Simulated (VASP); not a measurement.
# Sn: single point with LDA

Sn:

```xyz
2
Lattice="0.0000 3.2456 3.3105 3.2456 0.0000 3.3105 3.2456 3.2456 0.0000" Properties=species:S:1:pos:R:3 pbc="T T T"
Sn    3.2456    3.2456    3.3105
Sn    4.8684    4.8684    4.9658
```

This cell differs from its parent crystal: zz strain of +2 %.

```json
{
 "Program": "VASP 6.6.1",
 "Task": "single point",
 "Functional": "LDA",
 "Potentials or basis": "VASP PAW LDA potentials, release 64 (Sn_d)",
 "Cutoff": "520 eV",
 "k mesh": "9 × 9 × 9",
 "Occupations": "fermi-dirac, width 0.03 eV",
 "Spin": "no spin polarisation"
}
```

```
Pressure               : -1.2 GPa
Band gap on the k mesh : zero (bands 14 and 15 overlap by 0.26 eV)
```

Stress tensor (GPa, compression positive):
```
-0.97  0.00  0.00
 0.00 -0.97  0.00
 0.00  0.00 -1.56
```

Levels at points of the mesh, in eV from the Fermi level:
| k point | band 11 | band 12 | band 13 | band 14 | band 15 | band 16 | band 17 | band 18 |
| --- | --- | --- | --- | --- | --- | --- | --- | --- |
| (0.00, 0.00, 0.00) | -10.43 | -0.86 | 0.08 | 0.21 | 0.21 | 2.20 | 2.20 | 2.28 |

Run time: 2.1 min on 1 thread of Intel(R) Xeon(R) Platinum 8175M CPU @ 2.50GHz (Skylake/Cascade Lake) (shared host), peak memory 0.22 GiB.

Caveat: the cell differs from its parent crystal (zz strain of +2 %); spin-orbit coupling is left out, which moves the levels of the heavy elements.
